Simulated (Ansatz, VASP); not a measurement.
# Cu: VASP beside Ansatz

INCAR

```
PREC = Accurate
ENCUT = 520
EDIFF = 1E-6
ISMEAR = 0
SIGMA = 0.15
LREAL = False
LASPH = True
NELM = 80
ALGO = Fast
ISIF = 2
LWAVE = False
LCHARG = True
GGA = PS
LELF = True
LVHAR = True
NBANDS = 18
```

File KPOINTS:

```
Automatic mesh
0
Gamma
  26 26 14
```

The input POSCAR:

```
Cu
1.0
   -1.4450917219      1.4450917219      1.3600072129
    1.4450917219     -1.4450917219      1.3600072129
    2.8901834438      2.8901834438      0.0000000000
Cu
2
Direct
    0.0000000000      0.0000000000      0.0220192287
    0.5000000000      0.5000000000      0.4779807713
```

Input for Ansatz:

```yaml
crystal:
  lattice:
    - [-1.4450917219, 1.4450917219, 1.3600072129]
    - [1.4450917219, -1.4450917219, 1.3600072129]
    - [2.8901834438, 2.8901834438, 0.0]
  atoms:
    - { symbol: Cu, position: [0.0, 0.0, 0.0220192287] }
    - { symbol: Cu, position: [0.5, 0.5, 0.4779807713] }
basis:
  ecutwfc: 420
kpoints:
  mp_grid: { grid: [26, 26, 14] }
hamiltonian:
  xc: pbesol
scf:
  occupations: { method: gaussian, width: 0.15 }
  initial_density: { chi_scale: 0.0 }
output:
  forces: true
  eigenvalues: true
  stress: true
```

Alike in both runs: task single point; functional PBEsol; k mesh 26 × 26 × 14; occupations gaussian, width 0.15 eV; no spin polarisation.

|  | VASP | Ansatz |
| --- | --- | --- |
| version | VASP 6.6.1 | Ansatz 0.2.0 |
| potentials or method | VASP PAW PBE potentials, release 64 (Cu), cutoff 520 eV | scalar-relativistic, plane waves, PAW |
| valence electrons in the cell | 22 | 38 |

```tsv
	VASP	Ansatz	Ansatz less VASP
gap on the k mesh at the Fermi level (eV)	none	none	-
pressure (GPa)	4.5	3.7	-0.76
traceless stress, the component that is largest in VASP (GPa)	2.47	2.49	+0.019
rms of the force components (eV/Å)	0.897	0.892	-0.0050
```

VASP's potentials were made for PBE, not for PBEsol. Atom by atom the forces differ by 0.005 eV/Å (rms over components). A gap of «none» marks a metal or a gap that the smearing closes. The functional is the same, so the differences come from potentials, cutoffs and numerics. VASP's potentials hold 22 valence electrons a cell and Ansatz's 38, so a difference there can come from the potentials and not from the codes.
